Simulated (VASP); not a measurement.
CuO2:

```xyz
3
Lattice="0.0000 2.3845 2.3845 2.3845 0.0000 2.3845 2.3845 2.3845 0.0000" Properties=species:S:1:pos:R:3 pbc="T T T"
Cu    0.0000    0.0000    0.0000
O     1.1922    1.1922    1.1922
O     3.5767    3.5767    3.5767
```

Program: VASP 6.6.1. Alike in all runs: task single point; potentials or basis VASP PAW PBE potentials, release 64 (Cu, O); cell as given; k mesh 16 × 16 × 16; cutoff (eV) 520.

Q: Order these runs on this cell by their pressure, lowest first.
A. level PBEsol+U; spin off; U Cu d U = 4.0 eV; smearing gaussian 0.05 eV
B. level PBEsol; spin off; smearing gaussian 0.1 eV
C. level PBEsol; spin collinear, ferromagnetic start; smearing gaussian 0.1 eV

A: A (-2.9 GPa), B (-1.3 GPa), C (0.8 GPa).

Caveats: the PAW data sets were made with another functional, which shifts forces and pressure a little; an odd number of electrons without spin polarisation forces a metal (some runs); a magnetic or distorted state may lie lower (some runs); a cell with one magnetic atom can't hold antiferromagnetic order, which such compounds often take (some runs); U without spin polarisation on a metal has little footing (some runs).
